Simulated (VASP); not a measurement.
# WS2 (R3m) in VASP: further runs, part 2 of 2

VASP 6.6.1. Earlier steps stand in the parts before.

## (3) Single point, r2SCAN (strain -0.030 along x and y, +0.000 along z)

The input, POSCAR:

```
WS2
1.0
    1.5316303727      0.8842872080      6.1633300000
   -1.5316303727      0.8842872080      6.1633300000
    0.0000000000     -1.7685744160      6.1633300000
W S
1 2
Direct
    0.0000000000      0.0000000000      0.0000000000
    0.7503000000      0.7503000000      0.7503000000
    0.5810000000      0.5810000000      0.5810000000
```

The input, INCAR.step1:

```
PREC     = Accurate       # precision mode
ENCUT    = 520            # plane-wave cutoff, eV
ISMEAR   = 0              # smearing method
SIGMA    = 0.05           # smearing width, eV
LREAL    = F              # projectors in reciprocal space
LASPH    = T              # aspherical terms in the spheres
NELM     = 100            # most SCF steps
NBANDS   = 20             # bands
GGA      = PE             # functional
ALGO     = Normal         # electronic algorithm
EDIFF    = 1E-4           # SCF threshold, eV
LWAVE    = T              # write WAVECAR
LCHARG   = F              # write CHGCAR
```

The input, INCAR.step2:

```
PREC     = Accurate       # precision mode
ENCUT    = 520            # plane-wave cutoff, eV
EDIFF    = 1E-7           # SCF threshold, eV
ISMEAR   = 0              # smearing method
SIGMA    = 0.05           # smearing width, eV
LREAL    = F              # projectors in reciprocal space
LASPH    = T              # aspherical terms in the spheres
NELM     = 100            # most SCF steps
ALGO     = Normal         # electronic algorithm
ISIF     = 2              # what is computed and relaxed
LWAVE    = F              # write WAVECAR
LCHARG   = F              # write CHGCAR
METAGGA  = R2SCAN         # meta-GGA
LMIXTAU  = T            
NBANDS   = 20             # bands
ISTART   = 1
```

The input, KPOINTS:

```
regular mesh
0
Gamma
  12 12 12
```

Potentials or basis: VASP PAW PBE potentials, release 64 (W_sv, S).

The run is started by

```
$ cat potpaw_PBE.64/W_sv/POTCAR potpaw_PBE.64/S/POTCAR > POTCAR
$ cp INCAR.step1 INCAR
$ mpirun -np 1 vasp_std > vasp.out
$ cp INCAR.step2 INCAR
$ mpirun -np 1 vasp_std > vasp.out
```

OUTCAR:

```text
PREC = Accurate
   ENCUT = 520
   EDIFF = 1E-7
   ISMEAR = 0
   LREAL = F
   LASPH = T
   NELM = 100
   ISIF = 2
   METAGGA = R2SCAN
   ISTART = 1

 ion  position               nearest neighbor table
   1  0.000  0.000  0.000-   2 2.35   2 2.35   2 2.35   3 2.37   3 2.37   3 2.37
   2  0.750  0.750  0.750-   1 2.35   1 2.35   1 2.35
   3  0.581  0.581  0.581-   1 2.37   1 2.37   1 2.37

  LATTYP: Found a trigonal (rhomboedric) cell.
 ALAT       =     6.4120583399
 COS(alpha) =     0.8858849289

  Lattice vectors:

 A1 = (   1.5316303727,   0.8842872080,   6.1633300000)
 A2 = (  -1.5316303727,   0.8842872080,   6.1633300000)
 A3 = (   0.0000000000,  -1.7685744160,   6.1633300000)

Analysis of symmetry for initial positions (statically):
=====================================================================
 Subroutine PRICEL returns:
 Original cell was already a primitive cell.

 Routine SETGRP: Setting up the symmetry group for a
 trigonal (rhombohedral) supercell.

 Subroutine GETGRP returns: Found  6 space group operations
[... 163 lines left out ...]
  free energy    TOTEN  =       -69.85172219 eV

  energy without entropy =      -69.85172219  energy(sigma->0) =      -69.85172219

 E-fermi :   8.1982     XC(G=0): -11.9936

 val. band max:        7.9693541360   @ k =   0.5000   0.5000   0.5000
 cond. band min:       9.1774534200   @ k =  -0.1667   0.1667   0.0000
 fundamental gap:      1.2080992840
 Fermi energy:         8.1982386853

 k-point     1 :       0.0000    0.0000    0.0000
  band No.  band energies     occupation
      1     -68.3323      2.00000
      2     -32.0469      2.00000
      3     -31.7391      2.00000
      4     -31.7391      2.00000
      5      -8.7300      2.00000
      6      -6.5486      2.00000
[... 541 lines left out ...]
     19      17.1872      0.00000
     20      17.2571      0.00000

 [... further k-points ...]

------------------------ aborting loop because EDIFF is reached ----------------------------------------

  FORCE on cell =-STRESS in cart. coord.  units (eV):
  Direction    XX          YY          ZZ          XY          YZ          ZX
  --------------------------------------------------------------------------------------
  -------------------------------------------------------------------------------------
  Total        5.3890399      5.3890399      3.1766133      0.0000000      0.0000000      0.0000000
  in kB      172.3883821    172.3883821    101.6157329      0.0000000      0.0000000      0.0000000
  external PRESSURE =     148.7974990 kB  Pullay stress =       0.0000000 kB

 VOLUME and BASIS-vectors are now :
 -----------------------------------------------------------------------------
  energy-cutoff  :      520.00
  volume of cell :       50.09
      direct lattice vectors                 reciprocal lattice vectors
     1.531630373  0.884287208  6.163330000     0.326449520  0.188475718  0.054083318
    -1.531630373  0.884287208  6.163330000    -0.326449520  0.188475718  0.054083318
     0.000000000 -1.768574416  6.163330000     0.000000000 -0.376951436  0.054083318

 POSITION                                       TOTAL-FORCE (eV/Angst)
 -----------------------------------------------------------------------------------
      0.00000      0.00000      0.00000         0.000000     -0.000000     -0.714095
      0.00000      0.00000     13.87304         0.000000      0.000000      1.082894
      0.00000      0.00000     10.74268         0.000000      0.000000     -0.368799
 -----------------------------------------------------------------------------------
    total drift:                                0.000000     -0.000000      0.000001

  FREE ENERGIE OF THE ION-ELECTRON SYSTEM (eV)
  ---------------------------------------------------
  free  energy   TOTEN  =       -69.8517221852 eV

  energy  without entropy=      -69.8517221852  energy(sigma->0) =      -69.85172219
```

Run time: 16 min. Hardware: 1 thread of Intel Xeon 6975P-C (Granite Rapids), shared host; peak memory 0.47 GiB.

What came out:

```
Free energy            : -69.8517 eV
Pressure               : 14.9 GPa
Largest force          : 1.083 eV/Å
Band gap on the k mesh : 1.21 eV (least direct gap 2.43 eV)
```

Forces on the atoms (eV/Å):
```
W    0.000  0.000 -0.714
S    0.000  0.000  1.083
S    0.000  0.000 -0.369
```

Stress tensor (GPa, compression positive):
```
17.24  0.00  0.00
 0.00 17.24  0.00
 0.00  0.00 10.16
```

Caveat: the cell differs from its parent crystal (strain -0.030 along x and y, +0.000 along z); the stress differs along the axes, from 10 to 17 GPa; the PAW data sets were made with another functional, which shifts forces and pressure a little; spin-orbit coupling is left out, which moves the levels of the heavy elements.

## (4) Single point, r2SCAN (strain -0.030 along x and y, +0.030 along z)

The input, POSCAR:

```
WS2
1.0
    1.5316303727      0.8842872080      6.3482299000
   -1.5316303727      0.8842872080      6.3482299000
    0.0000000000     -1.7685744160      6.3482299000
W S
1 2
Direct
    0.0000000000      0.0000000000      0.0000000000
    0.7503000000      0.7503000000      0.7503000000
    0.5810000000      0.5810000000      0.5810000000
```

The input, INCAR.step1:

```
SYSTEM = WS2
ALGO = Normal
EDIFF = 1E-4
ENCUT = 520
GGA = PE
ISMEAR = 0
LASPH = .True.
LCHARG = .False.
LREAL = .False.
LWAVE = .True.
NBANDS = 20
NELM = 80
PREC = Accurate
SIGMA = 0.05
```

The input, INCAR.step2:

```
SYSTEM = WS2
ALGO = Normal
EDIFF = 1E-7
ENCUT = 520
ISIF = 2
ISMEAR = 0
ISTART = 1
LASPH = .True.
LCHARG = .True.
LELF = .True.
LMIXTAU = .True.
LREAL = .False.
LVHAR = .True.
LWAVE = .False.
METAGGA = R2SCAN
NBANDS = 20
NELM = 80
PREC = Accurate
SIGMA = 0.05
```

The input, KPOINTS:

```
k-points
0
Gamma
  12 12 12
  0 0 0
```

The run is started by

```
$ cat potpaw_PBE.64/W_sv/POTCAR potpaw_PBE.64/S/POTCAR > POTCAR
$ cp INCAR.step1 INCAR
$ mpirun -np 1 vasp_std > vasp.out
$ cp INCAR.step2 INCAR
$ mpirun -np 1 vasp_std > vasp.out
```

Run time: 25 min. Hardware: 1 thread of Intel Xeon 6975P-C (Granite Rapids), shared host; peak memory 0.49 GiB.

It converged, with:

- Free energy: -69.8948 eV
- Pressure: 8.3 GPa
- Largest force: 0.662 eV/Å
- Band gap on the k mesh: 1.35 eV (least direct gap 2.56 eV)

Forces on the atoms (eV/Å):
```
W    0.000  0.000 -0.662
S    0.000  0.000  0.062
S    0.000  0.000  0.601
```

Stress tensor (GPa, compression positive):
```
12.85  0.00  0.00
 0.00 12.85  0.00
 0.00  0.00 -0.88
```

Levels at points of the mesh, in eV from the valence-band top:
| k point | band 9 | band 10 | band 11 | band 12 | band 13 | band 14 | band 15 | band 16 | band 17 | band 18 |
| --- | --- | --- | --- | --- | --- | --- | --- | --- | --- | --- |
| (0.00, 0.00, 0.00) | -2.96 | -1.79 | -1.59 | -1.59 | -1.31 | 3.05 | 3.05 | 3.25 | 3.25 | 6.31 |
| (0.50, 0.00, 0.00) | -5.25 | -3.74 | -2.66 | -1.49 | -1.20 | 3.26 | 3.39 | 4.45 | 4.63 | 5.59 |
| (0.50, 0.50, 0.00) | -4.96 | -3.67 | -3.22 | -1.37 | -1.27 | 3.36 | 3.47 | 4.08 | 5.07 | 6.07 |
| (0.50, 0.50, 0.50) | -2.97 | -2.97 | -1.57 | -1.57 | 0.00 | 3.06 | 3.06 | 3.21 | 3.21 | 6.48 |

Caveat: the cell differs from its parent crystal (strain -0.030 along x and y, +0.030 along z); the stress differs along the axes, from -1 to 13 GPa; the PAW data sets were made with another functional, which shifts forces and pressure a little; spin-orbit coupling is left out, which moves the levels of the heavy elements. A k mesh can miss the band edges.

## (5) Overview

```csv
cell,gap on the mesh (eV),pressure (GPa),largest force (eV/Å)
"a = 6.235 Å, angles 28.4°, 3 atoms",1.06,22.6,2.22
"a = 6.412 Å, angles 27.6°, 3 atoms",1.21,14.9,1.08
"a = 6.590 Å, angles 26.9°, 3 atoms",1.35,8.3,0.66
```

Alike in all rows: task single point; level r2SCAN; potentials or basis VASP PAW PBE potentials, release 64 (W_sv, S); no spin polarisation; k mesh 12 × 12 × 12; cutoff (eV) 520; smearing gaussian 0.05 eV.

Caveats: the PAW data sets were made with another functional, which shifts forces and pressure a little; spin-orbit coupling is left out, which moves the levels of the heavy elements; the cell stands under pressure (at least some runs); the stress differs along the axes, from 10 to 17 GPa (at least some runs); the stress differs along the axes, from -1 to 13 GPa (at least some runs).

Absolute energies hang on the potentials; compare differences alone.
